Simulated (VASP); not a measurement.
Write the native input for VASP 6.6.1 that does the following.

| Property | Result |
| --- | --- |
| Task | single point |
| Functional | PBEsol |
| Potentials or basis | VASP PAW PBE potentials, release 64 (In_d, P) |
| Cutoff | 500 eV |
| k mesh | 10 × 10 × 10 |
| Occupations | gaussian, width 0.02 eV |
| Spin | no spin polarisation |
| Dipole correction | no |
| Further INCAR settings | ALGO = Normal; EDIFF = 1e-06; NBANDS = 16 |

The structure of InP (e600) lies in POSCAR:

```
InP
1.0
    0.0000000000      2.9394395695      2.9394395695
    2.9394395695      0.0000000000      2.9394395695
    2.9394395695      2.9394395695      0.0000000000
In P
1 1
Direct
    0.0000000000      0.0000000000      0.0000000000
    0.2500000000      0.2500000000      0.2500000000
```

These files were run (other wordings do the same):

INCAR

```
PREC = Accurate ; ENCUT = 500
EDIFF = 1E-6 ; ISMEAR = 0
SIGMA = 0.02 ; LREAL = F
LASPH = T ; NELM = 120
ALGO = Normal ; ISIF = 2
LWAVE = F ; LCHARG = F
GGA = PS ; NBANDS = 16
GGA_COMPAT = F
```

KPOINTS

```
regular mesh
0
Gamma
  10 10 10
```

Potentials or basis: VASP PAW PBE potentials, release 64 (In_d, P).

Launch:

```console
$ cat potpaw_PBE.64/In_d/POTCAR potpaw_PBE.64/P/POTCAR > POTCAR
$ mpirun -np 1 vasp_std > vasp.out
```

Results of the run:

- Pressure: 0.0 GPa
- Band gap on the k mesh: 0.57 eV, direct

Caveat: the PAW data sets were made with another functional, which shifts forces and pressure a little; spin-orbit coupling is left out, which moves the levels of the heavy elements.

It took 34 s on 1 thread of Intel(R) Xeon(R) Platinum 8259CL CPU @ 2.50GHz (Skylake/Cascade Lake), on a shared host, peak memory 0.19 GiB.
